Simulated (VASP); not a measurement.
# Ti (I4/mmm) in VASP: further runs, part 2 of 2

VASP 6.6.1.

### Step 4. Single point, PBE (strain -0.0150 x Voigt [1, 0, 0, 0, 0, 0])

The input, INCAR:

```
PREC = Accurate
ENCUT = 520
EDIFF = 1E-7
ISMEAR = 0
SIGMA = 0.15
LREAL = F
LASPH = T
NELM = 60
ALGO = Fast
ISIF = 2
LWAVE = F
LCHARG = F
GGA = PE
NBANDS = 12
```

The input, KPOINTS:

```
regular mesh
0
Gamma
  20 20 20
```

The input, POSCAR:

```
Ti
1.0
   -1.6163850000      1.6410000000      1.6410000000
    1.6163850000     -1.6410000000      1.6410000000
    1.6163850000      1.6410000000     -1.6410000000
Ti
1
Direct
    0.0000000000      0.0000000000      0.0000000000
```

Potentials or basis: VASP PAW PBE potentials, release 64 (Ti_sv).

Run with:

```sh
$ cat potpaw_PBE.64/Ti_sv/POTCAR > POTCAR
$ mpirun -np 1 vasp_std > vasp.out
```

OUTCAR:

```text
PREC = Accurate
   ENCUT = 520
   EDIFF = 1E-7
   ISMEAR = 0
   LREAL = F
   LASPH = T
   NELM = 60
   ISIF = 2
   GGA = PE

 ion  position               nearest neighbor table
   1  0.000  0.000  0.000-

  LATTYP: Found a body centered tetragonal cell.
 ALAT       =     3.2820000000
 C/A-ratio  =     0.9850000000

  Lattice vectors:

 A1 = (  -1.6163850000,   1.6410000000,  -1.6410000000)
 A2 = (  -1.6163850000,  -1.6410000000,   1.6410000000)
 A3 = (   1.6163850000,   1.6410000000,   1.6410000000)

Analysis of symmetry for initial positions (statically):
=====================================================================
 Subroutine PRICEL returns:
 Original cell was already a primitive cell.

 Routine SETGRP: Setting up the symmetry group for a
 body centered tetragonal supercell.

 Subroutine GETGRP returns: Found 16 space group operations
 (whereof 16 operations were pure point group operations)
 out of a pool of 16 trial point group operations.

The static configuration has the point symmetry D_4h.

Analysis of symmetry for dynamics (positions and initial velocities):
=====================================================================
 Subroutine PRICEL returns:
 Original cell was already a primitive cell.

 Routine SETGRP: Setting up the symmetry group for a
 body centered tetragonal supercell.

 Subroutine GETGRP returns: Found 16 space group operations
 (whereof 16 operations were pure point group operations)
 out of a pool of 16 trial point group operations.

The dynamic configuration has the point symmetry D_4h.

 Subroutine INISYM returns: Found 16 space group operations
 (whereof 16 operations are pure point group operations),
 and found     1 'primitive' translations

----------------------------------------------------------------------------------------

                                     Primitive cell

  volume of cell :      17.4109

  direct lattice vectors                    reciprocal lattice vectors
    -1.616385000  1.641000000  1.641000000     0.000000000  0.304692261  0.304692261
     1.616385000 -1.641000000  1.641000000     0.309332244  0.000000000  0.304692261
     1.616385000  1.641000000 -1.641000000     0.309332244  0.304692261  0.000000000

  length of vectors
     2.828155312  2.828155312  2.828155312     0.430899928  0.434193288  0.434193288

  position of ions in fractional coordinates (direct lattice)
     0.000000000  0.000000000  0.000000000

  ion indices of the primitive-cell ions
   primitive index   ion index
                 1           1

----------------------------------------------------------------------------------------

 KPOINTS: regular mesh

Automatic generation of k-mesh.
 Grid dimensions read from file:
 generate k-points for:   20   20   20

 Generating k-lattice:

  Cartesian coordinates                     Fractional coordinates (reciprocal lattice)
     0.000000000  0.015234613  0.015234613     0.050000000  0.000000000  0.000000000
     0.015466612  0.000000000  0.015234613     0.000000000  0.050000000  0.000000000
     0.015466612  0.015234613  0.000000000     0.000000000  0.000000000  0.050000000

  Length of vectors
     0.021544996  0.021709664  0.021709664

  Shift w.r.t. Gamma in fractional coordinates (k-lattice)
     0.000000000  0.000000000  0.000000000

 Subroutine IBZKPT returns following result:
 ===========================================

 Found    641 irreducible k-points:

 Following reciprocal coordinates:
            Coordinates               Weight
  0.000000  0.000000  0.000000      1.000000
  0.050000  0.000000  0.000000      4.000000
  0.100000  0.000000  0.000000      4.000000
  0.150000  0.000000  0.000000      4.000000
  0.200000  0.000000  0.000000      4.000000
  0.250000  0.000000  0.000000      4.000000
[... 16 lines left out ...]
  0.050000  0.100000  0.000000     16.000000
  0.100000  0.100000  0.000000     16.000000
 [... further k-points ...]
   k-points           NKPTS =    641   k-points in BZ     NKDIM =    641   number of bands    NBANDS=     12
   number of dos      NEDOS =    301   number of ions     NIONS =      1
   total plane-waves  NPLWV =  13824
   dimension x,y,z NGX =    24 NGY =   24 NGZ =   24
   dimension x,y,z NGXF=    48 NGYF=   48 NGZF=   48
   ions per type =               1
   NGX,Y,Z   is equivalent  to a cutoff of  14.11, 14.11, 14.11 a.u.
   NGXF,Y,Z  is equivalent  to a cutoff of  28.22, 28.22, 28.22 a.u.
 SYSTEM =  unknown system
   PREC   = accura    normal or accurate (medium, high low for compatibility)
   ISTART =      0    job   : 0-new  1-cont  2-samecut
   ICHARG =      2    charge: 1-file 2-atom 10-const
   ISPIN  =      1    spin polarized calculation?
   LNONCOLLINEAR =      F non collinear calculations
   LSORBIT =      F    spin-orbit coupling
   LASPH  =      T    aspherical Exc in radial PAW
   ENCUT  =  520.0 eV  38.22 Ry    6.18 a.u.   5.26  5.26  5.26*2*pi/ulx,y,z
   NELM   =     60;   NELMIN=  2; NELMDL= -5     # of ELM steps
   EDIFF  = 0.1E-06   stopping-criterion for ELM
   LREAL  =      F    real-space projection
   EDIFFG = 0.1E-05   stopping-criterion for IOM
   NSW    =      0    number of steps for IOM
   IBRION =     -1    ionic relax: 0-MD 1-quasi-New 2-CG
   NFREE  =      0    steps in history (QN), initial steepest desc. (CG)
   ISIF   =      2    stress and relaxation
   ISYM   =      2    0-nonsym 1-usesym 2-fastsym
   POTIM  = 0.5000    time-step for ionic-motion
   TEBEG  =    0.0;   TEEND  =   0.0 temperature during run
   PSTRESS=    0.0 pullay stress
   NELECT =      12.0000    total number of electrons
   NUPDOWN=      -1.0000    fix difference up-down
   EMIN   =  10.00;   EMAX   =-10.00  energy-range for DOS
   EFERMI =   0.00;   METHOD = LEGACY
   ISMEAR =     0;   SIGMA  =   0.15  broadening in eV -4-tet -1-fermi 0-gaus
   EFERMI_NEDOS =   21; number of points for ismear=-14 and -15
   IALGO  =     68    algorithm
   IMIX   =      4    mixing-type and parameters
     AMIX     =   0.40;   BMIX     =  1.00
     AMIX_MAG =   1.60;   BMIX_MAG =  1.00
  volume/ion in A,a.u.               =      17.41       117.49
  Fermi-wavevector in a.u.,A,eV,Ry     =   1.446088  2.732709 28.452085  2.091169
  Thomas-Fermi vector in A             =   2.564196
   LORBIT       =      0    0 simple, 1 ext, 2 COOP (PROOUT), +10 PAW based schemes
   GGA     = PE    functional components
   LHFCALC =     F    Hartree Fock is set to
   AEXX    =    0.0000 exact exchange contribution
   IVDW    =     0    specifies the selected vdW correction
   LEPSILON=     F    determine dielectric tensor
   LRPA    =     F    only Hartree local field effects (RPA)
 non-spin polarized calculation
 RMM-DIIS sequential band-by-band and
 Gauss-broadening in eV      SIGMA  =   0.15
  energy-cutoff  :      520.00
  volume of cell :       17.41
 maximum number of plane-waves:       482
 NGX is ok and might be reduce to    24
   NGX = 11   NGY = 11   NGZ = 11

 number of electron      11.9999998 magnetization

 Free energy of the ion-electron system (eV)
  ---------------------------------------------------
  ext. energy  EPLUGINS =         0.00000000
  ---------------------------------------------------
  free energy    TOTEN  =        -7.73710518 eV

  energy without entropy =       -7.71057644  energy(sigma->0) =       -7.72384081

 E-fermi :   8.0621     XC(G=0): -11.4823

 val. band max:        8.0580702250   @ k =   0.3000   0.2000   0.0000
 cond. band min:       8.0622149266   @ k =   0.3500  -0.2500   0.0500
 fundamental gap:      0.0041447016
 Fermi energy:         8.0621166455

 k-point     1 :       0.0000    0.0000    0.0000
  band No.  band energies     occupation
      1     -48.4758      2.00000
      2     -24.3359      2.00000
      3     -24.3348      2.00000
      4     -24.3348      2.00000
      5       2.1125      2.00000
      6       8.9756      0.00000
      7       9.0841      0.00000
      8       9.0841      0.00000
      9      10.7328      0.00000
     10      10.8602      0.00000
     11      25.3649      0.00000
     12      25.3649      0.00000
[... 331 lines left out ...]
 k-point    24 :       0.1000    0.1000    0.0000
  band No.  band energies     occupation
      1     -48.4414      2.00000
      2     -24.5176      2.00000
      3     -24.3790      2.00000
      4     -24.3504      2.00000
      5       3.0855      2.00000
      6       8.6769      0.00000
      7       8.7604      0.00000
      8       9.8067      0.00000
      9      10.3950      0.00000
     10      10.9022      0.00000
     11      23.9213      0.00000
     12      24.6861      0.00000

 [... further k-points ...]
[... 5 lines left out ...]
  --------------------------------------------------------------------------------------
  -------------------------------------------------------------------------------------
  Total       -0.1518878     -0.1067075     -0.1067075      0.0000000      0.0000000      0.0000000
  in kB      -13.9769219     -9.8193704     -9.8193704      0.0000000      0.0000000      0.0000000
  external PRESSURE =     -11.2052209 kB  Pullay stress =       0.0000000 kB

 VOLUME and BASIS-vectors are now :
 -----------------------------------------------------------------------------
  energy-cutoff  :      520.00
  volume of cell :       17.41
      direct lattice vectors                 reciprocal lattice vectors
    -1.616385000  1.641000000  1.641000000     0.000000000  0.304692261  0.304692261
     1.616385000 -1.641000000  1.641000000     0.309332244  0.000000000  0.304692261
     1.616385000  1.641000000 -1.641000000     0.309332244  0.304692261  0.000000000

 POSITION                                       TOTAL-FORCE (eV/Angst)
 -----------------------------------------------------------------------------------
      0.00000      0.00000      0.00000        -0.000000      0.000000      0.000000
 -----------------------------------------------------------------------------------
    total drift:                                0.000000      0.000000      0.000000

  FREE ENERGIE OF THE ION-ELECTRON SYSTEM (eV)
  ---------------------------------------------------
  free  energy   TOTEN  =        -7.7371051799 eV

  energy  without entropy=       -7.7105764387  energy(sigma->0) =       -7.72384081
```

OSZICAR:

```text
N       E                     dE             d eps       ncg     rms          rms(c)
DAV:   1     0.869472381024E+02    0.86947E+02   -0.66040E+03 15400   0.120E+03
DAV:   2    -0.442331134091E+01   -0.91371E+02   -0.89022E+02 15720   0.297E+02
DAV:   3    -0.869548721648E+01   -0.42722E+01   -0.42228E+01 21472   0.650E+01
[... 18 lines left out ...]
RMM:  22    -0.773710459909E+01   -0.26046E-06   -0.27375E-06 14778   0.584E-03    0.652E-04
RMM:  23    -0.773710484142E+01   -0.24233E-06   -0.24465E-06 12966   0.426E-03    0.481E-04
RMM:  24    -0.773710499262E+01   -0.15120E-06   -0.14464E-06 11369   0.338E-03    0.537E-04
RMM:  25    -0.773710508560E+01   -0.92984E-07   -0.11357E-06 13133   0.326E-03    0.849E-05
RMM:  26    -0.773710517990E+01   -0.94296E-07   -0.85656E-07 10394   0.235E-03
   1 F= -.77371052E+01 E0= -.77238408E+01  d E =-.265287E-01
```

It took 5.5 min on 1 thread of Intel Xeon 8259CL, shared host; peak memory 0.25 GiB.

Results:

| Item | Value |
| --- | --- |
| Free energy | -7.7371 eV |
| Pressure | -1.1 GPa |
| Band gap on the k mesh | zero (band 6 reaches 9.04 eV, above the bottom of band 7 at 7.41 eV) |

Stress tensor (GPa, compression positive):
```
-1.40  0.00  0.00
 0.00 -0.98  0.00
 0.00  0.00 -0.98
```

Caveat: the cell differs from its parent crystal (strain -0.0150 x Voigt [1, 0, 0, 0, 0, 0]).

### Step 5. Overview

| cell | gap on the mesh (eV) | pressure (GPa) |
| --- | --- | --- |
| a = 2.823 Å, angles 110.6, 108.9, 108.9°, 1 atom | none | -0.6 |
| a = 2.833 Å, angles 110.0, 109.2, 109.2°, 1 atom | none | -1.6 |
| a = 2.828 Å, angles 110.3, 109.1, 109.1°, 1 atom | none | -1.1 |

Alike in all rows: task single point; level PBE; potentials or basis VASP PAW PBE potentials, release 64 (Ti_sv); no spin polarisation; k mesh 20 × 20 × 20; cutoff (eV) 520; smearing gaussian 0.15 eV.

Total energies depend on the potentials used, so only differences within one code and one set of settings carry meaning.
